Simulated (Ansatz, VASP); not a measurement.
## ZrOs3: VASP beside Ansatz

The input INCAR:

```
PREC = Accurate
ENCUT = 520
EDIFF = 1E-6
ISMEAR = -1
SIGMA = 0.05
LREAL = False
LASPH = True
NELM = 100
ALGO = Fast
ISIF = 2
LWAVE = False
LCHARG = False
GGA = PE
NBANDS = 26
```

Contents of KPOINTS:

```
Automatic mesh
0
Gamma
  7 7 7
```

File POSCAR:

```
ZrOs3
1.0
    3.9697634602      0.0000000000      0.0000000000
    0.0000000000      3.9697634602      0.0000000000
    0.0000000000      0.0000000000      3.9697634602
Os Zr
3 1
Direct
    0.0000000000      0.5000000000      0.5000000000
    0.5000000000      0.0000000000      0.5000000000
    0.5000000000      0.5000000000      0.0000000000
    0.0000000000      0.0000000000      0.0000000000
```

Contents of input.yaml:

```yaml
crystal:
  lattice:
    - [3.9697634602, 0.0, 0.0]
    - [0.0, 3.9697634602, 0.0]
    - [0.0, 0.0, 3.9697634602]
  atoms:
    - { symbol: Os, position: [0.0, 0.5, 0.5] }
    - { symbol: Os, position: [0.5, 0.0, 0.5] }
    - { symbol: Os, position: [0.5, 0.5, 0.0] }
    - { symbol: Zr, position: [0.0, 0.0, 0.0] }
hamiltonian:
  xc: pbe
  pseudopotentials: { kind: paw }
kpoints:
  mp_grid: { grid: [7, 7, 7] }
scf:
  occupations: { method: fermi_dirac, width: 0.05 }
output:
  forces: true
  stress: true
  eigenvalues: true
```

Alike in both runs: task single point; functional PBE; k mesh 7 × 7 × 7; occupations fermi-dirac, width 0.05 eV; no spin polarisation.

```csv
,VASP,Ansatz
version,VASP 6.6.1,Ansatz 0.2.0
potentials or method,"VASP PAW PBE potentials, release 64 (Os, Zr_sv)",Ansatz PAW
plane-wave cutoff (eV),520,420
valence electrons in the cell,36,60
```

|  | VASP | Ansatz | Ansatz less VASP |
| --- | --- | --- | --- |
| gap on the k mesh at the Fermi level (eV) | none | none | - |
| pressure (GPa) | 3.5 | 3.5 | +0.01 |

A gap of «none» marks a metal or a gap that the smearing closes. VASP's potentials hold 36 valence electrons a cell and Ansatz's 60, so a difference there can come from the potentials and not from the codes.

Spin-orbit coupling is off throughout.
